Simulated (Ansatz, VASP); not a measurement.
## Rh: VASP beside Ansatz

```
Rh
1.0
    -1.52259    1.52259    1.52259
     1.52259   -1.52259    1.52259
     1.52259    1.52259   -1.52259
Rh
1
Direct
  0.00000 0.00000 0.00000
```

Alike in both runs: task single point; functional revPBE; k mesh 16 × 16 × 16; occupations fermi-dirac, width 0.1 eV; no spin polarisation.

|  | VASP | Ansatz |
| --- | --- | --- |
| version | VASP 6.6.1 | Ansatz 0.2.0 |
| potentials or method | VASP PAW PBE potentials, release 64 (Rh_pv), cutoff 520 eV | plane waves (420 eV) with PAW, scalar-relativistic |
| valence electrons in the cell | 15 | 17 |

Ansatz gave:

```
pressure (GPa) : 9.8
```

Question: What did VASP give for the same quantities?

Answer: Pressure (GPa): 10.0.

VASP's potentials were made for PBE, not for revPBE. VASP's potentials hold 15 valence electrons a cell and Ansatz's 17, so a difference there can come from the potentials and not from the codes.
